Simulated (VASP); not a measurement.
## AgBr: relaxation of cell and atoms with PBEsol

The system is AgBr.

```
Ag Br
1.0
     0.00000    2.87015    2.87015
     2.87015    0.00000    2.87015
     2.87015    2.87015    0.00000
Ag Br
1 1
Cartesian
  0.0000 0.0000 0.0000
  2.8702 2.8702 2.8702
```

```
Program                : VASP 6.6.1
Task                   : relaxation of cell and atoms
Functional             : PBEsol
Potentials or basis    : VASP PAW PBE potentials, release 64 (Ag, Br)
Cutoff                 : 500 eV
k mesh                 : 10 × 10 × 10
Occupations            : gaussian, width 0.02 eV
Spin                   : no spin polarisation
Dipole correction      : no
Further INCAR settings : ALGO = Normal; EDIFF = 1e-07; IBRION = 2; EDIFFG = -0.005; NSW = 100; ISIF = 3
```

- Relaxed volume: 22.82 Å³/atom
- Relaxed cell: a = 4.011 Å, b = 4.011 Å, c = 4.011 Å, α = 60.00°, β = 60.00°, γ = 60.00°
- Space group after relaxing (to 0.05 Å): Fm-3m (No. 225)
- Energy gained by relaxing: 4.5 meV/atom
- Ionic steps: 3
- Pressure after relaxing: 0.0 GPa
- Band gap on the k mesh: 0.50 eV, indirect (least direct gap 2.58 eV)

Step by step:
```tsv
step	energy change (eV)	largest force (eV/Å)	pressure (GPa)	volume (Å³)
1	0.0000	0.0000	-1.69	47.29
2	-0.0090	0.0000	0.04	45.60
3	-0.0090	0.0000	0.00	45.64
```

Final structure:
```yaml
crystal:
  lattice:
    - [0.00000, 2.83638, 2.83638]
    - [2.83638, 0.00000, 2.83638]
    - [2.83638, 2.83638, 0.00000]
  atoms:
    - { symbol: Ag, position: [0.00000, 0.00000, 0.00000] }
    - { symbol: Br, position: [0.50000, 0.50000, 0.50000] }
```

Levels at points of the mesh, in eV from the valence-band top:
```
           k point  band 5  band 6  band 7  band 8  band 9  band 10  band 11  band 12  band 13
(0.00, 0.00, 0.00)   -2.98   -2.98   -2.08   -2.08   -2.08     0.50     9.80     9.80     9.80
(0.50, 0.00, 0.00)   -2.64   -2.64   -2.28    0.00    0.00     3.44     6.56     6.56     6.73
(0.50, 0.50, 0.00)   -3.06   -2.80   -2.52   -2.52   -2.40     1.39     6.84     9.05    11.08
```

Run time: 29 s on 1 thread of Intel(R) Xeon(R) 6975P-C (Granite Rapids), with other jobs on the host, peak memory 0.19 GiB.

Caveat: the PAW data sets were made with another functional, which shifts forces and pressure a little. PBEsol gaps usually lie below the measured ones, often by a third to a half.
